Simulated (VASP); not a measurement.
The system is Rh.

```
CELL_PARAMETERS angstrom
2.68397 0.00000 0.00000
1.34198 2.32438 0.00000
1.34198 0.77479 2.19145
ATOMIC_POSITIONS crystal
Rh 0.00000 0.00000 0.00000
```

Program: VASP 6.6.1. Alike in all runs: task single point; no spin polarisation; cell as given; k mesh 15 × 15 × 15; cutoff (eV) 500; smearing fermi-dirac 0.15 eV.

Order these runs on this cell by their pressure, lowest first.
A. level RPBE; potentials or basis VASP PAW PBE potentials, release 64 (Rh_pv)
B. level LDA; potentials or basis VASP PAW LDA potentials, release 64 (Rh_pv)
C. level BLYP; potentials or basis VASP PAW PBE potentials, release 64 (Rh_pv)

B (-7.9 GPa), A (13.4 GPa), C (23.1 GPa).

Caveats: the PAW data sets were made with another functional, which shifts forces and pressure a little (some runs).
